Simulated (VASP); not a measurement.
Set up this calculation in VASP 6.6.1, as the native input.

```
Task                   : single point
Functional             : r2SCAN
Potentials or basis    : VASP PAW PBE potentials, release 64 (Br)
Cutoff                 : 520 eV
k mesh                 : 6 × 6 × 4
Occupations            : gaussian, width 0.05 eV
Spin                   : no spin polarisation
Dipole correction      : no
Further INCAR settings : ALGO = Normal; EDIFF = 1e-06; NBANDS = 22
```

The system is Br.

```
Br
1.0
     3.56303   -2.11721    0.00000
     3.56303    2.11721    0.00000
     0.00000    0.00000    8.78301
Br
4
Direct
  0.86080 0.13920 0.11589
  0.13920 0.86080 0.88411
  0.36080 0.63920 0.38411
  0.63920 0.36080 0.61589
```

These files were run (other wordings do the same):

POSCAR

```
Br
1.0
    3.5630307279     -2.1172104457      0.0000000000
    3.5630307279      2.1172104457      0.0000000000
    0.0000000000      0.0000000000      8.7830078950
Br
4
Direct
    0.8607987528      0.1392012472      0.1158879913
    0.1392012472      0.8607987528      0.8841120087
    0.3607987528      0.6392012472      0.3841120087
    0.6392012472      0.3607987528      0.6158879913
```

INCAR.step1

```
PREC     = Accurate       # precision mode
ENCUT    = 520            # plane-wave cutoff, eV
ISMEAR   = 0              # smearing method
SIGMA    = 0.05           # smearing width, eV
LREAL    = F              # projectors in reciprocal space
LASPH    = T              # aspherical terms in the spheres
NELM     = 80             # most SCF steps
NBANDS   = 22             # bands
GGA      = PE             # functional
ALGO     = Normal         # electronic algorithm
EDIFF    = 1E-4           # SCF threshold, eV
LWAVE    = T              # write WAVECAR
LCHARG   = F              # write CHGCAR
```

INCAR.step2

```
PREC     = Accurate       # precision mode
ENCUT    = 520            # plane-wave cutoff, eV
EDIFF    = 1E-6           # SCF threshold, eV
ISMEAR   = 0              # smearing method
SIGMA    = 0.05           # smearing width, eV
LREAL    = F              # projectors in reciprocal space
LASPH    = T              # aspherical terms in the spheres
NELM     = 80             # most SCF steps
ALGO     = Normal         # electronic algorithm
ISIF     = 2              # what is computed and relaxed
LWAVE    = F              # write WAVECAR
LCHARG   = F              # write CHGCAR
METAGGA  = R2SCAN         # meta-GGA
LMIXTAU  = T            
NBANDS   = 22             # bands
ISTART   = 1
```

KPOINTS

```
regular mesh
0
Gamma
  6 6 4
```

Potentials or basis: VASP PAW PBE potentials, release 64 (Br).

Launch:

```console
$ cat potpaw_PBE.64/Br/POTCAR > POTCAR
$ cp INCAR.step1 INCAR
$ mpirun -np 1 vasp_std > vasp.out
$ cp INCAR.step2 INCAR
$ mpirun -np 1 vasp_std > vasp.out
```

Results of the run:

```yaml
Pressure: 0.0 GPa
Largest_force: 0.006 eV/Å
Band_gap_on_the_k_mesh: 1.64 eV, direct
```

Caveat: the PAW data sets were made with another functional, which shifts forces and pressure a little.

Wall time 3.1 min on 1 thread of AMD EPYC 9R45 (Zen 5) (shared host), peak memory 0.28 GiB.
